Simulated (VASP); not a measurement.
# BN (lda) (P6_3mc) in VASP: a series of runs, part 3 of 3

VASP 6.6.1. Earlier steps stand in the parts before.

### 4 Single point, LDA

This run uses another cell than the first one, of 5.93 Å³/atom, 1.030 times its volume.

Input file INCAR:

```
SYSTEM = BN
  ALGO = Normal
  EDIFF = 1E-6
  ENCUT = 910
  GGA_COMPAT = .False.
  ISIF = 2
  ISMEAR = 0
  LASPH = .True.
  LCHARG = .True.
  LELF = .True.
  LREAL = .False.
  LVHAR = .True.
  LWAVE = .False.
  NBANDS = 16
  NELM = 120
  PREC = Accurate
  SIGMA = 0.1
```

Input file KPOINTS:

```
k-points
0
Gamma
  9 9 4
  0 0 0
```

Input file POSCAR:

```
BN
1.0
    2.5500000000      0.0000000000      0.0000000000
   -1.2750000000      2.2083647797      0.0000000000
    0.0000000000      0.0000000000      4.2100000000
B N
2 2
Direct
    0.3333333333      0.6666666667      0.0000000000
    0.6666666667      0.3333333333      0.5000000000
    0.3333333333      0.6666666667      0.3740000000
    0.6666666667      0.3333333333      0.8740000000
```

Potentials or basis: VASP PAW LDA potentials, release 64 (B_h, N_h).

The run is started by

```bash
$ cat potpaw_LDA.64/B_h/POTCAR potpaw_LDA.64/N_h/POTCAR > POTCAR
$ mpirun -np 1 vasp_std > vasp.out
```

OUTCAR:

```text
SYSTEM = BN
   EDIFF = 1E-6
   ENCUT = 910
   ISIF = 2
   ISMEAR = 0
   LASPH = .True.
   LREAL = .False.
   NELM = 120
   PREC = Accurate

 ion  position               nearest neighbor table
   1  0.333  0.667  0.000-
   2  0.667  0.333  0.500-
   3  0.333  0.667  0.374-
   4  0.667  0.333  0.874-

  LATTYP: Found a hexagonal cell.
 ALAT       =     2.5500000000
 C/A-ratio  =     1.6509803922

  Lattice vectors:

 A1 = (   2.5500000000,   0.0000000000,   0.0000000000)
 A2 = (  -1.2750000000,   2.2083647797,   0.0000000000)
 A3 = (   0.0000000000,   0.0000000000,   4.2100000000)

Analysis of symmetry for initial positions (statically):
=====================================================================
 Subroutine PRICEL returns:
 Original cell was already a primitive cell.

 Routine SETGRP: Setting up the symmetry group for a
 hexagonal supercell.

 Subroutine GETGRP returns: Found 12 space group operations
 (whereof  6 operations were pure point group operations)
 out of a pool of 24 trial point group operations.

The static configuration has the point symmetry C_3v.
 The point group associated with its full space group is C_6v.

Analysis of symmetry for dynamics (positions and initial velocities):
=====================================================================
 Subroutine PRICEL returns:
 Original cell was already a primitive cell.

 Routine SETGRP: Setting up the symmetry group for a
 hexagonal supercell.

 Subroutine GETGRP returns: Found 12 space group operations
 (whereof  6 operations were pure point group operations)
 out of a pool of 24 trial point group operations.

The dynamic configuration has the point symmetry C_3v.
 The point group associated with its full space group is C_6v.

 Subroutine INISYM returns: Found 12 space group operations
 (whereof  6 operations are pure point group operations),
 and found     1 'primitive' translations

----------------------------------------------------------------------------------------

                                     Primitive cell

  volume of cell :      23.7079

  direct lattice vectors                    reciprocal lattice vectors
     2.550000000  0.000000000  0.000000000     0.392156863  0.226411870  0.000000000
    -1.275000000  2.208364780  0.000000000     0.000000000  0.452823741  0.000000000
     0.000000000  0.000000000  4.210000000     0.000000000  0.000000000  0.237529691

  length of vectors
     2.550000000  2.550000000  4.210000000     0.452823741  0.452823741  0.237529691

  position of ions in fractional coordinates (direct lattice)
     0.333333333  0.666666667  0.000000000
     0.666666667  0.333333333  0.500000000
     0.333333333  0.666666667  0.374000000
     0.666666667  0.333333333  0.874000000

  ion indices of the primitive-cell ions
   primitive index   ion index
                 1           1
                 2           2
                 3           3
                 4           4

----------------------------------------------------------------------------------------

 KPOINTS: k-points

Automatic generation of k-mesh.
 Grid dimensions read from file:
 generate k-points for:    9    9    4

 Generating k-lattice:

  Cartesian coordinates                     Fractional coordinates (reciprocal lattice)
     0.043572985  0.025156874  0.000000000     0.111111111  0.000000000  0.000000000
     0.000000000  0.050313749  0.000000000     0.000000000  0.111111111  0.000000000
     0.000000000  0.000000000  0.059382423     0.000000000  0.000000000  0.250000000

  Length of vectors
     0.050313749  0.050313749  0.059382423

  Shift w.r.t. Gamma in fractional coordinates (k-lattice)
     0.000000000  0.000000000  0.000000000

 Subroutine IBZKPT returns following result:
 ===========================================

 Found     36 irreducible k-points:

 Following reciprocal coordinates:
            Coordinates               Weight
  0.000000  0.000000  0.000000      1.000000
  0.111111  0.000000  0.000000      6.000000
  0.222222  0.000000  0.000000      6.000000
  0.333333  0.000000  0.000000      6.000000
  0.444444  0.000000  0.000000      6.000000
  0.111111  0.111111  0.000000      6.000000
[... 16 lines left out ...]
  0.333333  0.222222  0.250000     24.000000
  0.333333  0.333333  0.250000      4.000000
 [... further k-points ...]
   k-points           NKPTS =     36   k-points in BZ     NKDIM =     36   number of bands    NBANDS=     16
   number of dos      NEDOS =    301   number of ions     NIONS =      4
   total plane-waves  NPLWV =  32928
   dimension x,y,z NGX =    28 NGY =   28 NGZ =   42
   dimension x,y,z NGXF=    56 NGYF=   56 NGZF=   84
   ions per type =               2   2
   NGX,Y,Z   is equivalent  to a cutoff of  18.25, 18.25, 16.59 a.u.
   NGXF,Y,Z  is equivalent  to a cutoff of  36.51, 36.51, 33.17 a.u.
 SYSTEM =  BN
   PREC   = accura    normal or accurate (medium, high low for compatibility)
   ISTART =      0    job   : 0-new  1-cont  2-samecut
   ICHARG =      2    charge: 1-file 2-atom 10-const
   ISPIN  =      1    spin polarized calculation?
   LNONCOLLINEAR =      F non collinear calculations
   LSORBIT =      F    spin-orbit coupling
   LASPH  =      T    aspherical Exc in radial PAW
   ENCUT  =  910.0 eV  66.88 Ry    8.18 a.u.   6.27  6.27 10.36*2*pi/ulx,y,z
   NELM   =    120;   NELMIN=  2; NELMDL= -5     # of ELM steps
   EDIFF  = 0.1E-05   stopping-criterion for ELM
   LREAL  =      F    real-space projection
   EDIFFG = 0.1E-04   stopping-criterion for IOM
   NSW    =      0    number of steps for IOM
   IBRION =     -1    ionic relax: 0-MD 1-quasi-New 2-CG
   NFREE  =      0    steps in history (QN), initial steepest desc. (CG)
   ISIF   =      2    stress and relaxation
   ISYM   =      2    0-nonsym 1-usesym 2-fastsym
   POTIM  = 0.5000    time-step for ionic-motion
   TEBEG  =    0.0;   TEEND  =   0.0 temperature during run
   PSTRESS=    0.0 pullay stress
   NELECT =      16.0000    total number of electrons
   NUPDOWN=      -1.0000    fix difference up-down
   EMIN   =  10.00;   EMAX   =-10.00  energy-range for DOS
   EFERMI =   0.00;   METHOD = LEGACY
   ISMEAR =     0;   SIGMA  =   0.10  broadening in eV -4-tet -1-fermi 0-gaus
   EFERMI_NEDOS =   21; number of points for ismear=-14 and -15
   IALGO  =     38    algorithm
   IMIX   =      4    mixing-type and parameters
     AMIX     =   0.40;   BMIX     =  1.00
     AMIX_MAG =   1.60;   BMIX_MAG =  1.00
  volume/ion in A,a.u.               =       5.93        40.00
  Fermi-wavevector in a.u.,A,eV,Ry     =   1.435987  2.713622 28.056005  2.062058
  Thomas-Fermi vector in A             =   2.555225
   LORBIT       =      0    0 simple, 1 ext, 2 COOP (PROOUT), +10 PAW based schemes
   GGA     = CA    functional components
   LHFCALC =     F    Hartree Fock is set to
   AEXX    =    0.0000 exact exchange contribution
   IVDW    =     0    specifies the selected vdW correction
   LEPSILON=     F    determine dielectric tensor
   LRPA    =     F    only Hartree local field effects (RPA)
 non-spin polarized calculation
 Gauss-broadening in eV      SIGMA  =   0.10
  energy-cutoff  :      910.00
  volume of cell :       23.71
 maximum number of plane-waves:      1509
 NGX is ok and might be reduce to    28
   NGX = 13   NGY = 13   NGZ = 21

 number of electron      15.9999999 magnetization

 Free energy of the ion-electron system (eV)
  ---------------------------------------------------
  ext. energy  EPLUGINS =         0.00000000
  ---------------------------------------------------
  free energy    TOTEN  =       -38.74613760 eV

  energy without entropy =      -38.74613760  energy(sigma->0) =      -38.74613760

 E-fermi :   9.4737     XC(G=0): -13.2403

 val. band max:        8.9700803191   @ k =   0.0000   0.0000   0.0000
 cond. band min:      13.9054966103   @ k =   0.3333   0.3333   0.0000
 fundamental gap:      4.9354162911
 Fermi energy:         9.4736958395

 k-point     1 :       0.0000    0.0000    0.0000
  band No.  band energies     occupation
      1     -11.2478      2.00000
      2      -7.0292      2.00000
      3      -1.9575      2.00000
      4       6.8244      2.00000
      5       6.8244      2.00000
      6       8.6660      2.00000
[... 8 lines left out ...]
     15      20.7054      0.00000
     16      24.9210      0.00000
[... 419 lines left out ...]
 k-point    24 :       0.3333    0.3333    0.2500
  band No.  band energies     occupation
      1      -5.8147      2.00000
      2      -5.8147      2.00000
      3       0.0681      2.00000
      4       0.7964      2.00000
      5       0.7964      2.00000
      6       2.6870      2.00000
[... 8 lines left out ...]
     15      25.1781      0.00000
     16      25.1781      0.00000

 [... further k-points ...]
[... 5 lines left out ...]
  --------------------------------------------------------------------------------------
  -------------------------------------------------------------------------------------
  Total       -1.7024928     -1.7024928     -1.4080954      0.0000000      0.0000000      0.0000000
  in kB     -115.0542828   -115.0542828    -95.1589354      0.0000000      0.0000000      0.0000000
  external PRESSURE =    -108.4225004 kB  Pullay stress =       0.0000000 kB

 VOLUME and BASIS-vectors are now :
 -----------------------------------------------------------------------------
  energy-cutoff  :      910.00
  volume of cell :       23.71
      direct lattice vectors                 reciprocal lattice vectors
     2.550000000  0.000000000  0.000000000     0.392156863  0.226411870  0.000000000
    -1.275000000  2.208364780  0.000000000     0.000000000  0.452823741  0.000000000
     0.000000000  0.000000000  4.210000000     0.000000000  0.000000000  0.237529691

 POSITION                                       TOTAL-FORCE (eV/Angst)
 -----------------------------------------------------------------------------------
     -0.00000      1.47224      0.00000        -0.000000     -0.000000     -0.061920
      1.27500      0.73612      2.10500         0.000000      0.000000     -0.061920
     -0.00000      1.47224      1.57454         0.000000     -0.000000      0.061920
      1.27500      0.73612      3.67954        -0.000000      0.000000      0.061920
 -----------------------------------------------------------------------------------
    total drift:                               -0.000000      0.000000     -0.000516

  FREE ENERGIE OF THE ION-ELECTRON SYSTEM (eV)
  ---------------------------------------------------
  free  energy   TOTEN  =       -38.7461376022 eV

  energy  without entropy=      -38.7461376022  energy(sigma->0) =      -38.74613760
```

stdout:

```text
POSCAR found type information on POSCAR B N
 POSCAR found :  2 types and       4 ions
 scaLAPACK will be used
 LDA part: xc-table for (Slater(with rela. corr.)+CA(PZ))
 , standard interpolation
 POSCAR, INCAR and KPOINTS ok, starting setup
 FFT: planning ... GRIDC
 FFT: planning ... GRID_SOFT
 FFT: planning ... GRID
 WAVECAR not read
 entering main loop
```

It used 38 s of CPU time on 1 thread of AMD EPYC 7R13 Processor (Zen 3), on a shared host.

What came out:

* Free energy: -38.7461 eV
* Pressure: -10.8 GPa
* Largest force: 0.062 eV/Å
* Band gap on the k mesh: 4.94 eV, indirect (least direct gap 8.11 eV)

Forces in eV/Å, atoms in the order of the input:
```
B    0.000  0.000 -0.062
B    0.000  0.000 -0.062
N    0.000  0.000  0.062
N    0.000  0.000  0.062
```

Stress tensor (GPa, compression positive):
```
-11.51   0.00   0.00
  0.00 -11.51   0.00
  0.00   0.00  -9.52
```

Levels at points of the mesh, in eV from the valence-band top:
```csv
k point,band 6,band 7,band 8,band 9,band 10,band 11
"(0.00, 0.00, 0.00)",-0.30,0.00,0.00,8.19,8.19,8.55
"(0.00, 0.00, 0.50)",-1.19,-1.19,-1.19,9.40,9.40,9.76
```

Caveat: the cutoff is under 1.25 times the usual one of these potentials, so pressure, stress and relaxed cells hold a basis-set (Pulay) error.

### 5 Summary

```tsv
task	potentials or basis	cell	k mesh	cutoff (eV)	smearing	second run	gap on the mesh (eV)	pressure (GPa)	relaxed volume (Å³/atom)	largest force (eV/Å)
relaxation of cell and atoms	VASP PAW LDA potentials, release 64 (B, N)	relaxed from a = 2.523, b = 2.523, c = 4.175 Å, angles 90.0, 90.0, 120.0°, 4 atoms	9 × 9 × 6	600	gaussian 0.02 eV	-	4.91	0.0	5.77	-
relaxation of cell and atoms	VASP PAW LDA potentials, release 64 (B, N)	relaxed from a = 2.550, b = 2.550, c = 4.210 Å, angles 90.0, 90.0, 120.0°, 4 atoms	9 × 9 × 6	600	gaussian 0.1 eV	-	4.93	-0.1	5.77	0.03
single point	VASP PAW LDA potentials, release 64 (B_h, N_h)	a = 2.550, b = 2.550, c = 4.210 Å, angles 90.0, 90.0, 120.0°, 4 atoms	9 × 9 × 4	910	gaussian 0.1 eV	hard_potentials	4.94	-10.8	-	0.06
```

Alike in all rows: level LDA; no spin polarisation.

Caveats: the relaxation stopped at a loose force limit of 0.05 eV/Å, so its end isn't a converged minimum (some runs); the cutoff is under 1.25 times the usual one of these potentials, so pressure, stress and relaxed cells hold a basis-set (Pulay) error (some runs).

Absolute energies hang on the potentials; compare differences alone.
